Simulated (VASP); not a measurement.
# Sb (R-3m) in VASP: settings compared

The runs below take Sb through single point, with B3LYP5, r2SCAN+D3(BJ), PBE-based screened hybrid with 5 % exact exchange.

Everything below comes from runs of VASP 6.6.1. Logs are shortened: lines on timing, memory, paths and dates and some standing lists are left out, and cuts for length are marked.

**1. The cell of the first run**

The structure is trigonal, space group R-3m (No. 166). Conventional cell: a = 4.337 Å, b = 4.337 Å, c = 11.349 Å, α = 90.00°, β = 90.00°, γ = 120.00°. Sb (site symmetry 3m) has 6 Sb at 2.93 to 3.38 Å within 3.9 Å.

**2. Single point, B3LYP5**

Contents of POSCAR:

```
Sb
1.0
    2.1684666409      1.2519647989      3.7828881425
   -2.1684666409      1.2519647989      3.7828881425
    0.0000000000     -2.5039295978      3.7828881425
Sb
2
Direct
    0.7665100000      0.7665100000      0.7665100000
    0.2334900000      0.2334900000      0.2334900000
```

Contents of INCAR.step1:

```
SYSTEM = Sb
PREC = Accurate ; ENCUT = 520
EDIFF = 1E-5 ; ISMEAR = -1
SIGMA = 0.05 ; LREAL = .False.
LASPH = .True. ; NELM = 60
ALGO = Normal ; ISIF = 2
LWAVE = .True. ; LCHARG = .False.
NBANDS = 12 ; GGA = PE
```

Contents of INCAR.step2:

```
SYSTEM = Sb
PREC = Accurate ; ENCUT = 520
EDIFF = 1E-7 ; ISMEAR = -1
SIGMA = 0.05 ; LREAL = .False.
LASPH = .True. ; NELM = 60
ALGO = Normal ; ISIF = 2
LWAVE = .False. ; LCHARG = .False.
GGA = B5 ; LHFCALC = .True.
AEXX = 0.2 ; AGGAX = 0.72
AGGAC = 0.81 ; ALDAC = 0.19
PRECFOCK = Normal ; NBANDS = 12
ISTART = 1
```

Contents of KPOINTS:

```
regular mesh
0
Gamma
  4 4 4
  0 0 0
```

Potentials or basis: VASP PAW PBE potentials, release 64 (Sb).

The run is started by

```sh
$ cat potpaw_PBE.64/Sb/POTCAR > POTCAR
$ cp INCAR.step1 INCAR
$ mpirun -np 1 vasp_std > vasp.out
$ cp INCAR.step2 INCAR
$ mpirun -np 1 vasp_std > vasp.out
```

OUTCAR:

```text
SYSTEM = Sb
   PREC = Accurate
   ENCUT = 520
   EDIFF = 1E-7
   ISMEAR = -1
   LREAL = .False.
   LASPH = .True.
   NELM = 60
   ISIF = 2
   GGA = B5
   LHFCALC = .True.
   AEXX = 0.2
   PRECFOCK = Normal
   ISTART = 1

 ion  position               nearest neighbor table
   1  0.767  0.767  0.767-   2 2.93   2 2.93   2 2.93   2 3.38   2 3.38   2 3.38
   2  0.233  0.233  0.233-   1 2.93   1 2.93   1 2.93   1 3.38   1 3.38   1 3.38

  LATTYP: Found a trigonal (rhomboedric) cell.
 ALAT       =     4.5365081427
 COS(alpha) =     0.5430253624

  Lattice vectors:

 A1 = (   2.1684666409,   1.2519647989,   3.7828881425)
 A2 = (  -2.1684666409,   1.2519647989,   3.7828881425)
 A3 = (   0.0000000000,  -2.5039295978,   3.7828881425)

Analysis of symmetry for initial positions (statically):
=====================================================================
 Subroutine PRICEL returns:
 Original cell was already a primitive cell.

 Routine SETGRP: Setting up the symmetry group for a
 trigonal (rhombohedral) supercell.

 Subroutine GETGRP returns: Found 12 space group operations
 (whereof 12 operations were pure point group operations)
 out of a pool of 12 trial point group operations.

The static configuration has the point symmetry D_3d.

Analysis of symmetry for dynamics (positions and initial velocities):
=====================================================================
 Subroutine PRICEL returns:
 Original cell was already a primitive cell.

 Routine SETGRP: Setting up the symmetry group for a
 trigonal (rhombohedral) supercell.

 Subroutine GETGRP returns: Found 12 space group operations
 (whereof 12 operations were pure point group operations)
 out of a pool of 12 trial point group operations.

The dynamic configuration has the point symmetry D_3d.

 Subroutine INISYM returns: Found 12 space group operations
 (whereof 12 operations are pure point group operations),
 and found     1 'primitive' translations

----------------------------------------------------------------------------------------

                                     Primitive cell

  volume of cell :      61.6197

  direct lattice vectors                    reciprocal lattice vectors
     2.168466641  1.251964799  3.782888143     0.230577677  0.133124084  0.088116096
    -2.168466641  1.251964799  3.782888143    -0.230577677  0.133124084  0.088116096
     0.000000000 -2.503929598  3.782888143     0.000000000 -0.266248167  0.088116096

  length of vectors
     4.536508143  4.536508143  4.536508143     0.280450589  0.280450589  0.280450589

  position of ions in fractional coordinates (direct lattice)
     0.766510000  0.766510000  0.766510000
     0.233490000  0.233490000  0.233490000

  ion indices of the primitive-cell ions
   primitive index   ion index
                 1           1
                 2           2

----------------------------------------------------------------------------------------

 KPOINTS: regular mesh

Automatic generation of k-mesh.
 Grid dimensions read from file:
 generate k-points for:    4    4    4

 Generating k-lattice:

  Cartesian coordinates                     Fractional coordinates (reciprocal lattice)
     0.057644419  0.033281021  0.022029024     0.250000000  0.000000000 -0.000000000
    -0.057644419  0.033281021  0.022029024     0.000000000  0.250000000 -0.000000000
     0.000000000 -0.066562042  0.022029024    -0.000000000 -0.000000000  0.250000000

  Length of vectors
     0.070112647  0.070112647  0.070112647

  Shift w.r.t. Gamma in fractional coordinates (k-lattice)
     0.000000000  0.000000000  0.000000000

 Subroutine IBZKPT returns following result:
 ===========================================

 Found     13 irreducible k-points:

 Following reciprocal coordinates:
            Coordinates               Weight
  0.000000  0.000000  0.000000      1.000000
  0.250000  0.000000  0.000000      6.000000
  0.500000  0.000000  0.000000      3.000000
  0.250000  0.250000  0.000000      6.000000
  0.500000  0.250000  0.000000     12.000000
 -0.250000  0.250000  0.000000      6.000000
  0.500000  0.500000  0.000000      3.000000
  0.250000  0.250000  0.250000      2.000000
  0.500000  0.250000  0.250000      6.000000
 -0.250000  0.250000  0.250000      6.000000
  0.500000  0.500000  0.250000      6.000000
 -0.250000  0.500000  0.250000      6.000000
  0.500000  0.500000  0.500000      1.000000
   k-points           NKPTS =     13   k-points in BZ     NKDIM =     64   number of bands    NBANDS=     12
   number of dos      NEDOS =    301   number of ions     NIONS =      2
   total plane-waves  NPLWV =  46656
   dimension x,y,z NGX =    36 NGY =   36 NGZ =   36
   dimension x,y,z NGXF=    72 NGYF=   72 NGZF=   72
   ions per type =               2
   NGX,Y,Z   is equivalent  to a cutoff of  13.19, 13.19, 13.19 a.u.
   NGXF,Y,Z  is equivalent  to a cutoff of  26.39, 26.39, 26.39 a.u.
 SYSTEM =  Sb
   PREC   = accura    normal or accurate (medium, high low for compatibility)
   ISTART =      1    job   : 0-new  1-cont  2-samecut
   ICHARG =      0    charge: 1-file 2-atom 10-const
   ISPIN  =      1    spin polarized calculation?
   LNONCOLLINEAR =      F non collinear calculations
   LSORBIT =      F    spin-orbit coupling
   LASPH  =      T    aspherical Exc in radial PAW
   ENCUT  =  520.0 eV  38.22 Ry    6.18 a.u.   8.43  8.43  8.43*2*pi/ulx,y,z
   NELM   =     60;   NELMIN=  2; NELMDL=  0     # of ELM steps
   EDIFF  = 0.1E-06   stopping-criterion for ELM
   LREAL  =      F    real-space projection
   EDIFFG = 0.1E-05   stopping-criterion for IOM
   NSW    =      0    number of steps for IOM
   IBRION =     -1    ionic relax: 0-MD 1-quasi-New 2-CG
   NFREE  =      0    steps in history (QN), initial steepest desc. (CG)
   ISIF   =      2    stress and relaxation
   ISYM   =      3    0-nonsym 1-usesym 2-fastsym
   POTIM  = 0.5000    time-step for ionic-motion
   TEBEG  =    0.0;   TEEND  =   0.0 temperature during run
   PSTRESS=    0.0 pullay stress
   NELECT =      10.0000    total number of electrons
   NUPDOWN=      -1.0000    fix difference up-down
   EMIN   =  10.00;   EMAX   =-10.00  energy-range for DOS
   EFERMI =   0.00;   METHOD = LEGACY
   ISMEAR =    -1;   SIGMA  =   0.05  broadening in eV -4-tet -1-fermi 0-gaus
   EFERMI_NEDOS =   21; number of points for ismear=-14 and -15
   IALGO  =     38    algorithm
   IMIX   =      1    mixing-type and parameters
     AMIX     =   0.40;   BMIX     =  1.00
     AMIX_MAG =   1.60;   BMIX_MAG =  1.00
  volume/ion in A,a.u.               =      30.81       207.92
  Fermi-wavevector in a.u.,A,eV,Ry     =   0.892966  1.687461 10.849128  0.797388
  Thomas-Fermi vector in A             =   2.014983
   LORBIT       =      0    0 simple, 1 ext, 2 COOP (PROOUT), +10 PAW based schemes
   GGA     = B5    functional components
   LHFCALC =     T    Hartree Fock is set to
   PRECFOCK=normal    Normal, Fast or Accurate (Low or Medium for compatibility)
   ENCUT4O =  -1.0   cutoff for four orbital integrals eV
   NKREDX  =     1    reduce k-point grid by
   NKREDY  =     1    reduce k-point grid by
   NKREDZ  =     1    reduce k-point grid by
   AEXX    =    0.2000 exact exchange contribution
   HFSCREEN=    0.0000 screening length (either q_TF or 0.3 A-1)
   HFSCREENC=   0.0000 screening length for correlation (either q_TF or 0.3 A-1)
   ENCUTFOCK=  -1.0 apply spherical cutoff to Coloumb kernel
   IVDW    =     0    specifies the selected vdW correction
   LEPSILON=     F    determine dielectric tensor
   LRPA    =     F    only Hartree local field effects (RPA)
 non-spin polarized calculation
  energy-cutoff  :      520.00
  volume of cell :       61.62
 maximum number of plane-waves:      1670
 NGX is ok and might be reduce to    36
  NGX = 28; NGY = 28; NGZ = 28

 number of electron      10.0000000 magnetization

 Free energy of the ion-electron system (eV)
  ---------------------------------------------------
  ext. energy  EPLUGINS =         0.00000000
  ---------------------------------------------------
  free energy    TOTEN  =        -9.33770479 eV

  energy without entropy =       -9.33769003  energy(sigma->0) =       -9.33769741

 E-fermi :   7.1061     XC(G=0):  -7.3377

 val. band max:        6.6988695098   @ k =   0.5000   0.5000   0.5000
 cond. band min:       7.5428245481   @ k =   0.5000   0.0000   0.0000
 fundamental gap:      0.8439550383
 Fermi energy:         7.1060959218

 k-point     1 :       0.0000    0.0000    0.0000
  band No.  band energies     occupation
      1      -6.7920      2.00000
      2       1.5975      2.00000
      3       4.6630      2.00000
      4       4.9366      2.00000
      5       4.9366      2.00000
      6       9.9449      0.00000
      7      10.5815      0.00000
      8      10.5815      0.00000
      9      13.2670      0.00000
     10      13.2670      0.00000
     11      13.4139      0.00000
     12      15.1028      0.00000

 k-point     2 :       0.2500    0.0000    0.0000
  band No.  band energies     occupation
      1      -6.0713      2.00000
      2      -0.7344      2.00000
      3       4.7696      2.00000
      4       4.8515      2.00000
      5       5.8200      2.00000
      6       9.0179      0.00000
      7       9.1935      0.00000
      8       9.2457      0.00000
      9      13.1582      0.00000
     10      13.7039      0.00000
     11      14.2246      0.00000
     12      17.9867      0.00000

 k-point     3 :       0.5000    0.0000    0.0000
  band No.  band energies     occupation
      1      -4.3088      2.00000
      2      -3.5299      2.00000
      3       4.8237      2.00000
      4       4.9571      2.00000
      5       6.6238      1.99987
      6       7.5428      0.00032
      7       7.9918      0.00000
      8       8.2297      0.00000
      9      15.9233      0.00000
     10      16.4093      0.00000
     11      17.3429      0.00000
     12      17.4058      0.00000
[... 121 lines left out ...]
 k-point    12 :      -0.2500    0.5000    0.2500
  band No.  band energies     occupation
      1      -3.8255      2.00000
      2      -2.8480      2.00000
      3       1.6699      2.00000
      4       1.6837      2.00000
      5       6.1677      2.00000
      6       8.4199      0.00000
      7      12.7090      0.00000
      8      12.7129      0.00000
      9      14.1338      0.00000
     10      14.3049      0.00000
     11      18.4270      0.00000
     12      18.4795      0.00000

 k-point    13 :       0.5000    0.5000    0.5000
  band No.  band energies     occupation
      1      -5.1824      2.00000
      2      -2.8276      2.00000
      3       5.4954      2.00000
      4       5.4954      2.00000
      5       6.6989      1.99942
      6       7.8073      0.00000
      7       7.8073      0.00000
      8       8.7213      0.00000
      9      15.3042      0.00000
     10      16.8705      0.00000
     11      16.8705      0.00000
     12      17.4932      0.00000

------------------------ aborting loop because EDIFF is reached ----------------------------------------

  FORCE on cell =-STRESS in cart. coord.  units (eV):
  Direction    XX          YY          ZZ          XY          YZ          ZX
  --------------------------------------------------------------------------------------
  -------------------------------------------------------------------------------------
  Total        1.1932361      1.1932361      1.0702577      0.0000000      0.0000000      0.0000000
  in kB       31.0253963     31.0253963     27.8278291      0.0000000      0.0000000      0.0000000
  external PRESSURE =      29.9595406 kB  Pullay stress =       0.0000000 kB

 VOLUME and BASIS-vectors are now :
 -----------------------------------------------------------------------------
  energy-cutoff  :      520.00
  volume of cell :       61.62
      direct lattice vectors                 reciprocal lattice vectors
     2.168466641  1.251964799  3.782888143     0.230577677  0.133124084  0.088116096
    -2.168466641  1.251964799  3.782888143    -0.230577677  0.133124084  0.088116096
     0.000000000 -2.503929598  3.782888143     0.000000000 -0.266248167  0.088116096

 POSITION                                       TOTAL-FORCE (eV/Angst)
 -----------------------------------------------------------------------------------
      0.00000      0.00000      8.69886         0.000000      0.000000      0.468991
      0.00000      0.00000      2.64980         0.000000      0.000000     -0.468991
 -----------------------------------------------------------------------------------
    total drift:                               -0.000000      0.000000      0.000000

  FREE ENERGIE OF THE ION-ELECTRON SYSTEM (eV)
  ---------------------------------------------------
  free  energy   TOTEN  =        -9.3377047866 eV

  energy  without entropy=       -9.3376900271  energy(sigma->0) =       -9.33769741
```

Wall time 10 min (1 thread of AMD EPYC 7R13 (Zen 3), shared host); peak memory 0.17 GiB.

Results:

```yaml
Free_energy: -9.3377 eV
Pressure: 3.0 GPa
Largest_force: 0.469 eV/Å
Band_gap_on_the_k_mesh: 0.84 eV (least direct gap 0.92 eV)
```

Forces on the atoms (eV/Å):
```
Sb   0.000  0.000  0.469
Sb   0.000  0.000 -0.469
```

Stress tensor (GPa, compression positive):
```
3.10 0.00 0.00
0.00 3.10 0.00
0.00 0.00 2.78
```

Caveat: the k points lie up to 0.44 Å⁻¹ apart; the PAW data sets were made with another functional, which shifts forces and pressure a little; spin-orbit coupling is left out, which moves the levels of the heavy elements.

**3. Single point, B3LYP5**

This run uses another cell than the first one, of 31.41 Å³/atom.

Contents of POSCAR:

```
Sb
1.0
    2.1825479877      1.2600946682      3.8074530396
   -2.1825479877      1.2600946682      3.8074530396
    0.0000000000     -2.5201893365      3.8074530396
Sb
2
Direct
    0.7665100000      0.7665100000      0.7665100000
    0.2334900000      0.2334900000      0.2334900000
```

Contents of INCAR.step1:

```
PREC = Accurate
ENCUT = 520
EDIFF = 1E-5
ISMEAR = -1
SIGMA = 0.05
LREAL = F
LASPH = T
NELM = 80
ALGO = Normal
ISIF = 2
LWAVE = T
GGA = PE
NBANDS = 12
```

Contents of INCAR.step2:

```
PREC = Accurate
ENCUT = 520
EDIFF = 1E-6
ISMEAR = -1
SIGMA = 0.05
LREAL = F
LASPH = T
NELM = 80
ALGO = Normal
ISIF = 2
LWAVE = F
LCHARG = T
GGA = B5
LHFCALC = T
AEXX = 0.2
AGGAX = 0.72
AGGAC = 0.81
ALDAC = 0.19
PRECFOCK = Normal
LELF = T
LVHAR = T
ISTART = 1
NBANDS = 12
```

Contents of KPOINTS:

```
Automatic mesh
0
Gamma
  4 4 4
```

Potentials or basis: VASP PAW PBE potentials, release 64 (Sb).

The run is started by

```sh
$ cat potpaw_PBE.64/Sb/POTCAR > POTCAR
$ cp INCAR.step1 INCAR
$ mpirun -np 1 vasp_std > vasp.out
$ cp INCAR.step2 INCAR
$ mpirun -np 1 vasp_std > vasp.out
```

OUTCAR:

```text
PREC = Accurate
   ENCUT = 520
   EDIFF = 1E-6
   ISMEAR = -1
   LREAL = F
   LASPH = T
   NELM = 80
   ISIF = 2
   GGA = B5
   LHFCALC = T
   AEXX = 0.2
   PRECFOCK = Normal
   ISTART = 1

 ion  position               nearest neighbor table
   1  0.767  0.767  0.767-   2 2.95   2 2.95   2 2.95   2 3.40   2 3.40   2 3.40
   2  0.233  0.233  0.233-   1 2.95   1 2.95   1 2.95   1 3.40   1 3.40   1 3.40

  LATTYP: Found a trigonal (rhomboedric) cell.
 ALAT       =     4.5659668133
 COS(alpha) =     0.5430253624

  Lattice vectors:

 A1 = (   2.1825479877,   1.2600946682,   3.8074530396)
 A2 = (  -2.1825479877,   1.2600946682,   3.8074530396)
 A3 = (   0.0000000000,  -2.5201893365,   3.8074530396)

Analysis of symmetry for initial positions (statically):
=====================================================================
 Subroutine PRICEL returns:
 Original cell was already a primitive cell.

 Routine SETGRP: Setting up the symmetry group for a
 trigonal (rhombohedral) supercell.

 Subroutine GETGRP returns: Found 12 space group operations
[... 171 lines left out ...]
      2       1.2473      2.00000
      3       4.4745      2.00000
      4       4.7360      2.00000
      5       4.7360      2.00000
      6       9.6863      0.00000
      7      10.3008      0.00000
      8      10.3008      0.00000
      9      13.0393      0.00000
     10      13.0393      0.00000
     11      13.1713      0.00000
     12      14.9003      0.00000
[... 166 lines left out ...]
 k-point    13 :       0.5000    0.5000    0.5000
  band No.  band energies     occupation
      1      -5.3089      2.00000
      2      -2.9849      2.00000
      3       5.2878      2.00000
      4       5.2878      2.00000
      5       6.4268      1.99958
      6       7.5853      0.00000
      7       7.5853      0.00000
      8       8.4273      0.00000
      9      15.0215      0.00000
     10      16.5922      0.00000
     11      16.5922      0.00000
     12      17.2236      0.00000

------------------------ aborting loop because EDIFF is reached ----------------------------------------

  FORCE on cell =-STRESS in cart. coord.  units (eV):
  Direction    XX          YY          ZZ          XY          YZ          ZX
  --------------------------------------------------------------------------------------
  -------------------------------------------------------------------------------------
  Total        0.7264513      0.7264513      0.6947165      0.0000000     -0.0000000      0.0000000
  in kB       18.5252587     18.5252587     17.7159883      0.0000000     -0.0000000      0.0000000
  external PRESSURE =      18.2555019 kB  Pullay stress =       0.0000000 kB

 VOLUME and BASIS-vectors are now :
 -----------------------------------------------------------------------------
  energy-cutoff  :      520.00
  volume of cell :       62.83
      direct lattice vectors                 reciprocal lattice vectors
     2.182547988  1.260094668  3.807453040     0.229090037  0.132265195  0.087547589
    -2.182547988  1.260094668  3.807453040    -0.229090037  0.132265195  0.087547589
     0.000000000 -2.520189337  3.807453040     0.000000000 -0.264530389  0.087547589

 POSITION                                       TOTAL-FORCE (eV/Angst)
 -----------------------------------------------------------------------------------
      0.00000     -0.00000      8.75535         0.000000     -0.000000      0.560762
      0.00000     -0.00000      2.66701         0.000000      0.000000     -0.560762
 -----------------------------------------------------------------------------------
    total drift:                               -0.000000      0.000000      0.000000

  FREE ENERGIE OF THE ION-ELECTRON SYSTEM (eV)
  ---------------------------------------------------
  free  energy   TOTEN  =        -9.3558275163 eV

  energy  without entropy=       -9.3558130451  energy(sigma->0) =       -9.35582028
```

It took 7.1 min on 1 thread of AMD EPYC 7R13 (Zen 3), shared host; peak memory 0.18 GiB.

Results:

- Free energy: -9.3558 eV
- Pressure: 1.8 GPa
- Largest force: 0.561 eV/Å
- Band gap on the k mesh: 0.86 eV (least direct gap 0.91 eV)

Forces in eV/Å, atoms in the order of the input:
```
Sb   0.000  0.000  0.561
Sb   0.000  0.000 -0.561
```

Caveat: the k points lie up to 0.44 Å⁻¹ apart; the PAW data sets were made with another functional, which shifts forces and pressure a little; spin-orbit coupling is left out, which moves the levels of the heavy elements. A k mesh can miss the band edges.

(Part 1 of 2 ends here.)
